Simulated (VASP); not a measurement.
# Ta4N (P-43m) in VASP: a series of runs

Ta4N is run at these levels: PBE; tasks: single point, relaxation of cell and atoms.

Program: VASP 6.6.1. These are calculated values, not measurements. Logs are shortened: lines on timing, memory, paths and dates and some standing lists are left out, and cuts for length are marked.

**1. The cell of the first run**

It takes space group P-43m (No. 215, cubic). The conventional cell has a = 4.407 Å, b = 4.407 Å, c = 4.407 Å, α = 90.00°, β = 90.00°, γ = 90.00°. Within 2.6 Å of Ta (site symmetry 3m) lie 1 N at 1.97 Å. N (site symmetry -43m) has 4 Ta at 1.97 Å within 2.6 Å.

**2. Single point, PBE, collinear spin, ferromagnetic start**

Input file INCAR:

```
PREC = Accurate ; ENCUT = 520
EDIFF = 1E-6 ; ISMEAR = 0
SIGMA = 0.1 ; LREAL = F
LASPH = T ; NELM = 150
ALGO = Normal ; ISIF = 2
LWAVE = F ; LCHARG = F
ISPIN = 2 ; MAGMOM = 1 1 1 1 0
LORBIT = 11 ; LMAXMIX = 4
GGA = PE ; NBANDS = 36
```

Input file KPOINTS:

```
regular mesh
0
Gamma
  4 4 4
```

Input file POSCAR:

```
Ta4N
1.0
    4.4072828205      0.0000000000      0.0000000000
    0.0000000000      4.4072828205      0.0000000000
    0.0000000000      0.0000000000      4.4072828205
Ta N
4 1
Direct
    0.2582869908      0.7417130092      0.7417130092
    0.7417130092      0.2582869908      0.7417130092
    0.7417130092      0.7417130092      0.2582869908
    0.2582869908      0.2582869908      0.2582869908
    0.0000000000      0.0000000000      0.0000000000
```

Potentials or basis: VASP PAW PBE potentials, release 64 (Ta_pv, N).

Run with:

```sh
cat potpaw_PBE.64/Ta_pv/POTCAR potpaw_PBE.64/N/POTCAR > POTCAR
mpirun -np 1 vasp_std > vasp.out
```

OUTCAR:

```text
PREC = Accurate
   ENCUT = 520
   EDIFF = 1E-6
   ISMEAR = 0
   LREAL = F
   LASPH = T
   NELM = 150
   ISIF = 2
   ISPIN = 2
   LORBIT = 11
   GGA = PE

 ion  position               nearest neighbor table
   1  0.258  0.742  0.742-   5 1.97   3 3.01   4 3.01   2 3.01   2 3.12   4 3.12   3 3.12   4 3.12
                             2 3.12   3 3.12   3 3.22   4 3.22   2 3.22
   2  0.742  0.258  0.742-   5 1.97   3 3.01   4 3.01   1 3.01   1 3.12   4 3.12   3 3.12   4 3.12
                             1 3.12   3 3.12   3 3.22   4 3.22   1 3.22
   3  0.742  0.742  0.258-   5 1.97   2 3.01   4 3.01   1 3.01   1 3.12   4 3.12   2 3.12   4 3.12
                             1 3.12   2 3.12   4 3.22   1 3.22   2 3.22
   4  0.258  0.258  0.258-   5 1.97   2 3.01   3 3.01   1 3.01   1 3.12   2 3.12   1 3.12   3 3.12
                             2 3.12   3 3.12   1 3.22   2 3.22   3 3.22
   5  0.000  0.000  0.000-   1 1.97   2 1.97   3 1.97   4 1.97

  LATTYP: Found a simple cubic cell.
 ALAT       =     4.4072828205

  Lattice vectors:

 A1 = (   4.4072828205,   0.0000000000,   0.0000000000)
 A2 = (   0.0000000000,   4.4072828205,   0.0000000000)
 A3 = (   0.0000000000,   0.0000000000,   4.4072828205)

Analysis of symmetry for initial positions (statically):
=====================================================================
 Subroutine PRICEL returns:
 Original cell was already a primitive cell.

 Routine SETGRP: Setting up the symmetry group for a
 simple cubic supercell.

 Subroutine GETGRP returns: Found 24 space group operations
 (whereof 24 operations were pure point group operations)
 out of a pool of 48 trial point group operations.

The static configuration has the point symmetry T_d .

Analysis of symmetry for dynamics (positions and initial velocities):
=====================================================================
 Subroutine PRICEL returns:
 Original cell was already a primitive cell.

 Routine SETGRP: Setting up the symmetry group for a
 simple cubic supercell.

 Subroutine GETGRP returns: Found 24 space group operations
 (whereof 24 operations were pure point group operations)
 out of a pool of 48 trial point group operations.

The dynamic configuration has the point symmetry T_d .

Analysis of structural, dynamic, and magnetic symmetry:
=====================================================================
 Subroutine PRICEL returns:
 Original cell was already a primitive cell.

 Routine SETGRP: Setting up the symmetry group for a
 simple cubic supercell.

 Subroutine GETGRP returns: Found 24 space group operations
 (whereof 24 operations were pure point group operations)
 out of a pool of 48 trial point group operations.

The overall configuration has the point symmetry T_d .

 Subroutine INISYM returns: Found 24 space group operations
 (whereof 24 operations are pure point group operations),
 and found     1 'primitive' translations

----------------------------------------------------------------------------------------

                                     Primitive cell

  volume of cell :      85.6077

  direct lattice vectors                    reciprocal lattice vectors
     4.407282820  0.000000000  0.000000000     0.226897170  0.000000000  0.000000000
     0.000000000  4.407282820  0.000000000     0.000000000  0.226897170  0.000000000
     0.000000000  0.000000000  4.407282820     0.000000000  0.000000000  0.226897170

  length of vectors
     4.407282820  4.407282820  4.407282820     0.226897170  0.226897170  0.226897170

  position of ions in fractional coordinates (direct lattice)
     0.258286991  0.741713009  0.741713009
     0.741713009  0.258286991  0.741713009
     0.741713009  0.741713009  0.258286991
     0.258286991  0.258286991  0.258286991
     0.000000000  0.000000000  0.000000000

  ion indices of the primitive-cell ions
   primitive index   ion index
                 1           1
                 2           2
                 3           3
                 4           4
                 5           5

----------------------------------------------------------------------------------------

[... 32 lines left out ...]
  0.250000  0.250000  0.250000      8.000000
  0.500000  0.250000  0.250000     12.000000
  0.500000  0.500000  0.250000      6.000000
  0.500000  0.500000  0.500000      1.000000
   k-points           NKPTS =     10   k-points in BZ     NKDIM =     10   number of bands    NBANDS=     36
   number of dos      NEDOS =    301   number of ions     NIONS =      5
   total plane-waves  NPLWV =  46656
   dimension x,y,z NGX =    36 NGY =   36 NGZ =   36
   dimension x,y,z NGXF=    72 NGYF=   72 NGZF=   72
   ions per type =               4   1
   NGX,Y,Z   is equivalent  to a cutoff of  13.58, 13.58, 13.58 a.u.
   NGXF,Y,Z  is equivalent  to a cutoff of  27.16, 27.16, 27.16 a.u.
 SYSTEM =  unknown system
   PREC   = accura    normal or accurate (medium, high low for compatibility)
   ISTART =      0    job   : 0-new  1-cont  2-samecut
   ICHARG =      2    charge: 1-file 2-atom 10-const
   ISPIN  =      2    spin polarized calculation?
   LNONCOLLINEAR =      F non collinear calculations
   LSORBIT =      F    spin-orbit coupling
   LASPH  =      T    aspherical Exc in radial PAW
   ENCUT  =  520.0 eV  38.22 Ry    6.18 a.u.   8.19  8.19  8.19*2*pi/ulx,y,z
   NELM   =    150;   NELMIN=  2; NELMDL= -5     # of ELM steps
   EDIFF  = 0.1E-05   stopping-criterion for ELM
   LREAL  =      F    real-space projection
   EDIFFG = 0.1E-04   stopping-criterion for IOM
   NSW    =      0    number of steps for IOM
   IBRION =     -1    ionic relax: 0-MD 1-quasi-New 2-CG
   NFREE  =      0    steps in history (QN), initial steepest desc. (CG)
   ISIF   =      2    stress and relaxation
   ISYM   =      2    0-nonsym 1-usesym 2-fastsym
   POTIM  = 0.5000    time-step for ionic-motion
   TEBEG  =    0.0;   TEEND  =   0.0 temperature during run
   PSTRESS=    0.0 pullay stress
   NELECT =      49.0000    total number of electrons
   NUPDOWN=      -1.0000    fix difference up-down
   EMIN   =  10.00;   EMAX   =-10.00  energy-range for DOS
   EFERMI =   0.00;   METHOD = LEGACY
   ISMEAR =     0;   SIGMA  =   0.10  broadening in eV -4-tet -1-fermi 0-gaus
   EFERMI_NEDOS =   21; number of points for ismear=-14 and -15
   IALGO  =     38    algorithm
   IMIX   =      4    mixing-type and parameters
     AMIX     =   0.40;   BMIX     =  1.00
     AMIX_MAG =   1.60;   BMIX_MAG =  1.00
  volume/ion in A,a.u.               =      17.12       115.54
  Fermi-wavevector in a.u.,A,eV,Ry     =   1.359260  2.568629 25.137965  1.847588
  Thomas-Fermi vector in A             =   2.486023
   LORBIT       =     11    0 simple, 1 ext, 2 COOP (PROOUT), +10 PAW based schemes
   GGA     = PE    functional components
   LHFCALC =     F    Hartree Fock is set to
   AEXX    =    0.0000 exact exchange contribution
   IVDW    =     0    specifies the selected vdW correction
   LEPSILON=     F    determine dielectric tensor
   LRPA    =     F    only Hartree local field effects (RPA)
 spin polarized calculation
 Gauss-broadening in eV      SIGMA  =   0.10
  energy-cutoff  :      520.00
  volume of cell :       85.61
 maximum number of plane-waves:      2325
 NGX is ok and might be reduce to    36
   NGX = 17   NGY = 17   NGZ = 17

 number of electron      48.9999993 magnetization       0.0000137

 number of electron      48.9999993 magnetization      -0.0000537

 Free energy of the ion-electron system (eV)
  ---------------------------------------------------
  ext. energy  EPLUGINS =         0.00000000
  ---------------------------------------------------
  free energy    TOTEN  =       -56.12003872 eV

  energy without entropy =      -56.09592129  energy(sigma->0) =      -56.10798000

 E-fermi :   5.2056     XC(G=0): -12.1392

 val. band max:        5.1980790071   @ k =   0.5000   0.2500   0.2500
 cond. band min:       5.2383213734   @ k =   0.5000   0.0000   0.0000
 fundamental gap:      0.0402423662
 Fermi energy:         5.2055869916

 spin component 1

 k-point     1 :       0.0000    0.0000    0.0000
  band No.  band energies     occupation
      1     -29.6348      1.00000
      2     -29.3218      1.00000
      3     -29.3218      1.00000
      4     -29.0703      1.00000
      5     -29.0703      1.00000
      6     -29.0703      1.00000
[... 379 lines left out ...]
     35      10.1872      0.00000
     36      10.1872      0.00000
 Fermi energy:         5.2055869916

 spin component 2

 k-point     1 :       0.0000    0.0000    0.0000
  band No.  band energies     occupation
      1     -29.6348      1.00000
      2     -29.3218      1.00000
      3     -29.3218      1.00000
      4     -29.0703      1.00000
      5     -29.0703      1.00000
      6     -29.0703      1.00000
[... 379 lines left out ...]
     35      10.1872      0.00000
     36      10.1872      0.00000

------------------------ aborting loop because EDIFF is reached ----------------------------------------

  FORCE on cell =-STRESS in cart. coord.  units (eV):
  Direction    XX          YY          ZZ          XY          YZ          ZX
  --------------------------------------------------------------------------------------
  -------------------------------------------------------------------------------------
  Total        0.0389532      0.0389532      0.0389532      0.0000000     -0.0000000      0.0000000
  in kB        0.7290218      0.7290218      0.7290218      0.0000000     -0.0000000      0.0000000
  external PRESSURE =       0.7290218 kB  Pullay stress =       0.0000000 kB

 VOLUME and BASIS-vectors are now :
 -----------------------------------------------------------------------------
  energy-cutoff  :      520.00
  volume of cell :       85.61
      direct lattice vectors                 reciprocal lattice vectors
     4.407282820  0.000000000  0.000000000     0.226897170  0.000000000  0.000000000
     0.000000000  4.407282820  0.000000000     0.000000000  0.226897170  0.000000000
     0.000000000  0.000000000  4.407282820     0.000000000  0.000000000  0.226897170

 POSITION                                       TOTAL-FORCE (eV/Angst)
 -----------------------------------------------------------------------------------
      1.13834      3.26894      3.26894         0.007742     -0.007742     -0.007742
      3.26894      1.13834      3.26894        -0.007742      0.007742     -0.007742
      3.26894      3.26894      1.13834        -0.007742     -0.007742      0.007742
      1.13834      1.13834      1.13834         0.007742      0.007742      0.007742
      0.00000      0.00000      0.00000         0.000000     -0.000000      0.000000
 -----------------------------------------------------------------------------------
    total drift:                               -0.000000     -0.000000     -0.000000

  FREE ENERGIE OF THE ION-ELECTRON SYSTEM (eV)
  ---------------------------------------------------
  free  energy   TOTEN  =       -56.1200387175 eV

  energy  without entropy=      -56.0959212921  energy(sigma->0) =      -56.10798000

 total charge

# of ion       s       p       d       tot
------------------------------------------
    1        0.353   6.194   2.267   8.813
    2        0.353   6.194   2.267   8.813
    3        0.353   6.194   2.267   8.813
    4        0.353   6.194   2.267   8.813
    5        1.290   2.598   0.000   3.888
--------------------------------------------------
tot          2.701  27.373   9.068  39.141

 magnetization (x)

# of ion       s       p       d       tot
------------------------------------------
    1       -0.000   0.000  -0.000  -0.000
    2       -0.000   0.000  -0.000  -0.000
    3       -0.000   0.000  -0.000  -0.000
    4       -0.000   0.000  -0.000  -0.000
    5        0.000   0.000   0.000   0.000
--------------------------------------------------
tot         -0.000   0.000  -0.000  -0.000
```

Wall time 32 s (1 thread of Intel Xeon 6975P-C (Granite Rapids), shared host); peak memory 0.25 GiB.

What came out:

| Property | Result |
| --- | --- |
| Free energy | -56.1200 eV |
| Pressure | 0.1 GPa |
| Largest force | 0.013 eV/Å |
| Net moment | 0.00 μB per cell |
| Valence electrons inside the program's atomic spheres | Ta 8.81; N 3.89 |

Forces on the atoms (eV/Å):
```
Ta   0.008 -0.008 -0.008
Ta  -0.008  0.008 -0.008
Ta  -0.008 -0.008  0.008
Ta   0.008  0.008  0.008
N    0.000  0.000  0.000
```

Caveat: spin-orbit coupling is left out, which moves the levels of the heavy elements.

**3. Single point, PBE, collinear spin, ferromagnetic start**

This run uses another cell than the first one, of 18.98 Å³/atom, 1.108 times its volume.

Input file INCAR:

```
SYSTEM = Ta4N
PREC = Accurate ; ENCUT = 520
EDIFF = 1E-6 ; ISMEAR = 0
SIGMA = 0.1 ; LREAL = .False.
LASPH = .True. ; NELM = 150
ALGO = Normal ; ISIF = 2
LWAVE = .False. ; LCHARG = .False.
ISPIN = 2 ; MAGMOM = 1 1 1 1 0
LORBIT = 11 ; LMAXMIX = 4
GGA = PE ; NBANDS = 36
```

Input file KPOINTS:

```
Automatic mesh
0
Gamma
  4 4 4
  0 0 0
```

Input file POSCAR:

```
Ta4N
1.0
    4.5610398400      0.0000000000      0.0000000000
    0.0000000000      4.5610398400      0.0000000000
    0.0000000000      0.0000000000      4.5610398400
Ta N
4 1
Direct
    0.2437810800      0.7562189200      0.7562189200
    0.7562189200      0.2437810800      0.7562189200
    0.7562189200      0.7562189200      0.2437810800
    0.2437810800      0.2437810800      0.2437810800
    0.0000000000      0.0000000000      0.0000000000
```

Potentials or basis: VASP PAW PBE potentials, release 64 (Ta_pv, N).

Run with:

```sh
cat potpaw_PBE.64/Ta_pv/POTCAR potpaw_PBE.64/N/POTCAR > POTCAR
mpirun -np 1 vasp_std > vasp.out
```

It took 33 s on 1 thread of Intel Xeon 6975P-C (Granite Rapids), shared host; peak memory 0.26 GiB.

Results (log left out):

| Property | Result |
| --- | --- |
| Free energy | -55.2317 eV |
| Pressure | -8.6 GPa |
| Largest force | 2.510 eV/Å |
| Net moment | 0.00 μB per cell |
| Valence electrons inside the program's atomic spheres | Ta 8.71; N 3.96 |

Forces in eV/Å, atoms in the order of the input:
```
Ta   1.449 -1.449 -1.449
Ta  -1.449  1.449 -1.449
Ta  -1.449 -1.449  1.449
Ta   1.449  1.449  1.449
N    0.000  0.000  0.000
```

Levels at points of the mesh, in eV from the Fermi level:
Spin up:
| k point | band 21 | band 22 | band 23 | band 24 | band 25 | band 26 | band 27 | band 28 | band 29 | band 30 |
| --- | --- | --- | --- | --- | --- | --- | --- | --- | --- | --- |
| (0.00, 0.00, 0.00) | -2.10 | -2.10 | -0.43 | 1.67 | 1.67 | 2.28 | 2.28 | 2.38 | 2.38 | 2.38 |
| (0.50, 0.00, 0.00) | -1.43 | -1.39 | -1.18 | -0.92 | -0.25 | 0.53 | 1.39 | 1.39 | 1.85 | 1.85 |
| (0.50, 0.50, 0.00) | -1.04 | -1.04 | -1.04 | -0.86 | 0.00 | 0.00 | 0.91 | 1.21 | 1.44 | 1.44 |
| (0.50, 0.50, 0.50) | -0.20 | -0.20 | -0.04 | -0.04 | -0.04 | 0.20 | 0.20 | 0.20 | 2.76 | 2.76 |
Spin down:
| k point | band 21 | band 22 | band 23 | band 24 | band 25 | band 26 | band 27 | band 28 | band 29 | band 30 |
| --- | --- | --- | --- | --- | --- | --- | --- | --- | --- | --- |
| (0.00, 0.00, 0.00) | -2.10 | -2.10 | -0.43 | 1.67 | 1.67 | 2.28 | 2.28 | 2.38 | 2.38 | 2.38 |
| (0.50, 0.00, 0.00) | -1.43 | -1.39 | -1.18 | -0.92 | -0.25 | 0.53 | 1.39 | 1.39 | 1.85 | 1.85 |
| (0.50, 0.50, 0.00) | -1.04 | -1.04 | -1.04 | -0.86 | 0.00 | 0.00 | 0.91 | 1.21 | 1.44 | 1.44 |
| (0.50, 0.50, 0.50) | -0.20 | -0.20 | -0.04 | -0.04 | -0.04 | 0.20 | 0.20 | 0.20 | 2.76 | 2.76 |

Caveat: spin-orbit coupling is left out, which moves the levels of the heavy elements; forces of over 1 eV/Å act on the atoms, so gaps and moduli don't describe the material at rest.

**4. Relaxation of cell and atoms, PBE**

Input file INCAR:

```
PREC = Accurate
ENCUT = 600
EDIFF = 1E-6
ISMEAR = 0
SIGMA = 0.1
LREAL = F
LASPH = T
NELM = 60
ALGO = Normal
ISIF = 3
LWAVE = F
LCHARG = F
GGA = PE
IBRION = 2
NSW = 100
EDIFFG = -0.01
```

Input file KPOINTS:

```
Automatic mesh
0
Gamma
  8 8 8
```

Input file POSCAR:

```
Ta4N
1.0
    4.4072828205      0.0000000000      0.0000000000
    0.0000000000      4.4072828205      0.0000000000
    0.0000000000      0.0000000000      4.4072828205
Ta N
4 1
Direct
    0.2582869908      0.7417130092      0.7417130092
    0.7417130092      0.2582869908      0.7417130092
    0.7417130092      0.7417130092      0.2582869908
    0.2582869908      0.2582869908      0.2582869908
    0.0000000000      0.0000000000      0.0000000000
```

Run with:

```sh
cat potpaw_PBE.64/Ta_pv/POTCAR potpaw_PBE.64/N/POTCAR > POTCAR
mpirun -np 1 vasp_std > vasp.out
```

Wall time 1.8 min (1 thread of Intel Xeon 6975P-C (Granite Rapids), shared host); peak memory 0.26 GiB.

Results (log left out):

```
Free energy                            : -56.1737 eV
Relaxed volume                         : 17.07 Å³/atom
Relaxed cell                           : a = 4.403 Å, b = 4.403 Å, c = 4.403 Å, α = 90.00°, β = 90.00°, γ = 90.00°
Space group after relaxing (to 0.05 Å) : P-43m (No. 215)
Energy gained by relaxing              : 0.1 meV/atom
Ionic steps                            : 4
Pressure after relaxing                : 0.0 GPa
Largest force after relaxing           : 0.010 eV/Å
```

Forces in eV/Å, atoms in the order of the input:
```
Ta  -0.006  0.006  0.006
Ta   0.006 -0.006  0.006
Ta   0.006  0.006 -0.006
Ta  -0.006 -0.006 -0.006
N    0.000  0.000  0.000
```

Step by step:
| step | energy change (eV) | largest force (eV/Å) | pressure (GPa) | volume (Å³) |
| --- | --- | --- | --- | --- |
| 1 | 0.0000 | 0.0085 | -0.49 | 85.61 |
| 2 | 0.0011 | 0.0620 | 1.10 | 84.96 |
| 3 | -0.0003 | 0.0252 | 0.01 | 85.39 |
| 4 | -0.0004 | 0.0100 | 0.00 | 85.37 |

Final structure:
```
CELL_PARAMETERS angstrom
4.40323 0.00000 0.00000
0.00000 4.40323 0.00000
0.00000 0.00000 4.40323
ATOMIC_POSITIONS crystal
Ta 0.25845 0.74155 0.74155
Ta 0.74155 0.25845 0.74155
Ta 0.74155 0.74155 0.25845
Ta 0.25845 0.25845 0.25845
N 0.00000 0.00000 0.00000
```

Levels at points of the mesh, in eV from the Fermi level:
| k point | band 21 | band 22 | band 23 | band 24 | band 25 | band 26 | band 27 | band 28 | band 29 |
| --- | --- | --- | --- | --- | --- | --- | --- | --- | --- |
| (0.00, 0.00, 0.00) | -2.09 | -2.09 | -0.89 | 1.91 | 1.91 | 2.37 | 2.37 | 2.37 | 3.11 |
| (0.50, 0.00, 0.00) | -1.37 | -1.32 | -1.13 | -1.11 | -0.03 | 0.16 | 1.59 | 1.59 | 2.09 |
| (0.50, 0.50, 0.00) | -1.18 | -0.95 | -0.73 | -0.73 | -0.16 | -0.16 | 1.34 | 1.52 | 1.52 |
| (0.50, 0.50, 0.50) | 0.01 | 0.01 | 0.32 | 0.32 | 0.32 | 0.34 | 0.34 | 0.34 | 3.16 |

Caveat: spin-orbit coupling is left out, which moves the levels of the heavy elements.

**5. Summary**

| task | spin | cell | k mesh | cutoff (eV) | gap on the mesh (eV) | pressure (GPa) | moment (μB) | largest force (eV/Å) |
| --- | --- | --- | --- | --- | --- | --- | --- | --- |
| single point | collinear, ferromagnetic start | a = 4.407 Å, 5 atoms | 4 × 4 × 4 | 520 | none | 0.1 | 0.00 | 0.01 |
| single point | collinear, ferromagnetic start | a = 4.561 Å, 5 atoms | 4 × 4 × 4 | 520 | none | -8.6 | 0.00 | 2.51 |
| relaxation of cell and atoms | off | relaxed from a = 4.407 Å, 5 atoms | 8 × 8 × 8 | 600 | none | 0.0 | - | 0.01 |

Alike in all rows: level PBE; potentials or basis VASP PAW PBE potentials, release 64 (Ta_pv, N); smearing gaussian 0.1 eV.

Caveats: spin-orbit coupling is left out, which moves the levels of the heavy elements; forces of over 1 eV/Å act on the atoms, so gaps and moduli don't describe the material at rest (some runs).

Total energies depend on the potentials used, so only differences within one code and one set of settings carry meaning.
